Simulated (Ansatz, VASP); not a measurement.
## One calculation of Ga4SbAs3, two programs

```
Ga Sb As
1.0
     4.13515    0.00000    0.00000
    -2.06758    3.58115    0.00000
     0.00000    0.00000   13.63989
Ga Sb As
4 1 3
Direct
  0.33333 0.66667 0.50348
  0.33333 0.66667 0.98911
  0.66667 0.33333 0.26174
  0.66667 0.33333 0.74620
  0.33333 0.66667 0.18624
  0.33333 0.66667 0.68705
  0.66667 0.33333 0.44418
  0.66667 0.33333 0.93000
```

Alike in both runs: functional PBE; k mesh 12 × 12 × 4; occupations gaussian, width 0.1 eV; no spin polarisation.

Ansatz relaxed the structure, and its values are those at the end. VASP's run is a single point on that final structure, the one shown.

```csv
,VASP,Ansatz
version,VASP 6.6.1,Ansatz 0.2.0
potentials or method,"VASP PAW PBE potentials, release 64 (Ga_d, Sb, As), cutoff 520 eV","scalar-relativistic, plane waves, PAW"
valence electrons in the cell,72,112
```

|  | VASP | Ansatz | Ansatz less VASP |
| --- | --- | --- | --- |
| gap on the k mesh at the Fermi level (eV) | none | none | - |
| pressure (GPa) | 0.1 | 0.0 | -0.14 |

A gap of «none» marks a metal or a gap that the smearing closes. The functional is the same, so the differences come from potentials, cutoffs and numerics. VASP's potentials hold 72 valence electrons a cell and Ansatz's 112, so a difference there can come from the potentials and not from the codes.

Neither program's run includes spin-orbit coupling.
